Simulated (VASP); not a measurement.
PbS:

```
Pb S
1.0
    -2.18895   -2.16834    3.00485
    -6.39631    1.95370   -3.03603
     1.97431   -6.20154   -2.94203
Pb S
4 4
Direct
  0.48362 0.76174 0.73185
  0.97166 0.23137 0.74706
  0.00821 0.78293 0.25709
  0.47922 0.25538 0.25515
  0.00708 0.99206 0.99669
  0.53094 0.46717 0.01710
  0.49769 0.02471 0.50852
  0.02158 0.48464 0.48653
```

| Property | Result |
| --- | --- |
| Program | VASP 6.6.1 |
| Task | relaxation of cell and atoms |
| Functional | PBE |
| Potentials or basis | VASP PAW PBE potentials, release 64 (Pb_d, S) |
| Cutoff | 600 eV |
| k mesh | 4 × 2 × 2 |
| Occupations | gaussian, width 0.1 eV |
| Spin | no spin polarisation |

At the start: pressure 2.3 GPa; volume 26.90 Å³/atom.

How do energy, volume and symmetry change on relaxing?

Over 34 steps the energy falls by 88.7 meV/atom and the volume is 27.54 Å³/atom (+2.4 %); space group P1 (No. 1, to 0.1 Å) before, I4mm (No. 107, to 0.1 Å).

Step by step:
```
step  energy change (eV)  largest force (eV/Å)  pressure (GPa)  volume (Å³)
   1              0.0000                1.3897            2.33       215.20
   2             -0.4044                0.7901           -1.25       227.38
   3             -0.4091                0.7512           -1.54       228.80
   4             -0.5573                0.5444           -0.43       222.65
   5             -0.6026                0.3503            0.86       216.96
   6             -0.6663                0.2015            0.23       218.98
   7             -0.6683                0.1883            0.12       219.41
   8             -0.6788                0.1277           -0.15       220.39
   9             -0.6837                0.1024           -0.47       221.61
  10             -0.6901                0.1151           -0.10       219.91
  11             -0.6911                0.1238            0.12       218.97
  12             -0.6932                0.1030            0.08       219.10
  13             -0.6951                0.0727            0.01       219.36
  14             -0.6971                0.0601           -0.04       219.57
  15             -0.6978                0.0535           -0.09       219.74
  16             -0.6979                0.0533           -0.10       219.80
  17             -0.6994                0.0451            0.07       219.13
  18             -0.6998                0.0397            0.20       218.61
  19             -0.7009                0.0365            0.15       218.87
  20             -0.7020                0.0471            0.04       219.40
  21             -0.7021                0.0549            0.00       219.59
  22             -0.7027                0.0533           -0.02       219.71
  23             -0.7036                0.0497           -0.08       220.08
  24             -0.7043                0.0478           -0.03       219.86
  25             -0.7053                0.0416            0.16       219.20
  26             -0.7057                0.0386            0.14       219.33
  27             -0.7067                0.0444            0.07       219.72
  28             -0.7065                0.0616           -0.03       220.49
  29             -0.7069                0.0508            0.02       220.03
  30             -0.7076                0.0457           -0.01       220.24
  31             -0.7081                0.0359           -0.10       220.74
  32             -0.7088                0.0298           -0.01       220.38
  33             -0.7090                0.0344            0.06       220.09
  34             -0.7094                0.0244            0.01       220.33
```

Final structure:
```
Pb S
1.0
    -2.11942   -2.12503    3.07112
    -6.35164    2.12519   -3.07010
     2.11129   -6.35470   -3.05662
Pb S
4 4
Cartesian
  -4.2408 -4.2236 -3.1954
  -2.1180 -6.3457 -0.1072
  -6.3472 -2.1061 -0.1250
  -2.1268 -2.1081 -0.1249
  -4.2461 -4.2496 -6.0044
  -2.1237 -6.3591 -2.9211
  -6.3511 -2.1196 -2.9334
  -2.1259 -2.1359 -2.9376
```

Caveat: the k points lie up to 0.45 Å⁻¹ apart in the final cell.
